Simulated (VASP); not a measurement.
Write the native input for VASP 6.6.1 that does the following.

```yaml
Task: single point
Functional: LDA
Potentials_or_basis: VASP PAW LDA potentials, release 64 (Sr_sv, Si, Cu)
Cutoff: 520 eV
k_mesh: 8 × 8 × 6
Occupations: fermi-dirac, width 0.05 eV
Spin: no spin polarisation
Dipole_correction: no
Further_INCAR_settings: ALGO = Normal; EDIFF = 1e-06; NBANDS = 20
```

The structure of SrCuSi lies in POSCAR:

```
SrCuSi
1.0
    4.0343421705      0.0000000000      0.0000000000
   -2.0171710852      3.4938421998      0.0000000000
    0.0000000000      0.0000000000      4.6047750503
Sr Si Cu
1 1 1
Direct
    0.0000000000      0.0000000000      0.0000000000
    0.6666666667      0.3333333333      0.5000000000
    0.3333333333      0.6666666667      0.5000000000
```

The input as run:

INCAR

```
SYSTEM = SrCuSi
  PREC = Accurate
  ENCUT = 520
  EDIFF = 1E-6
  ISMEAR = -1
  SIGMA = 0.05
  LREAL = .FALSE.
  LASPH = .TRUE.
  NELM = 80
  ALGO = Normal
  ISIF = 2
  LWAVE = .FALSE.
  LCHARG = .FALSE.
  NBANDS = 20
```

KPOINTS

```
Automatic mesh
0
G
  8 8 6
  0 0 0
```

Potentials or basis: VASP PAW LDA potentials, release 64 (Sr_sv, Si, Cu).

Run with:

```console
$ cat potpaw_LDA.64/Sr_sv/POTCAR potpaw_LDA.64/Si/POTCAR potpaw_LDA.64/Cu/POTCAR > POTCAR
$ mpirun -np 1 vasp_std > vasp.out
```

Results of the run:

- Pressure: -1.2 GPa

Wall time 50 s on 1 thread of Intel(R) Xeon(R) Platinum 8488C (Sapphire Rapids), on a shared host, peak memory 0.19 GiB.
